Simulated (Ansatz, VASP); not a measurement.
One calculation of Sn3Mo2, two programs

```xyz
5
Lattice="4.9632 0.0000 0.0000 0.0000 4.9632 0.0000 0.0000 0.0000 4.9632" Properties=species:S:1:pos:R:3 pbc="T T T"
Sn    0.0000    2.4816    2.4816
Sn    2.4816    0.0000    2.4816
Sn    2.4816    2.4816    0.0000
Mo    0.0000    0.0000    0.0000
Mo    2.4816    2.4816    2.4816
```

Alike in both runs: task relaxation of cell and atoms; functional PBE; k mesh 4 × 4 × 4; occupations gaussian, width 0.1 eV; no spin polarisation.

|  | VASP | Ansatz |
| --- | --- | --- |
| version | VASP 6.6.1 | Ansatz 0.2.0 |
| potentials or method | VASP PAW PBE potentials, release 64 (Sn_d, Mo_sv), cutoff 600 eV | scalar-relativistic, plane waves, PAW |
| valence electrons in the cell | 70 | 70 |

Ansatz gave:

* gap on the k mesh at the Fermi level, each at its own relaxed structure (eV): none
* relaxed volume (Å³/atom): 27.20
* relaxed cell length with the largest relative difference (Å): 5.142

Task: What did VASP give for the same quantities?

Result: gap on the k mesh at the Fermi level, each at its own relaxed structure (eV): none; relaxed volume (Å³/atom): 27.24; relaxed cell length with the largest relative difference (Å): 5.145.

A gap of «none» marks a metal or a gap that the smearing closes.
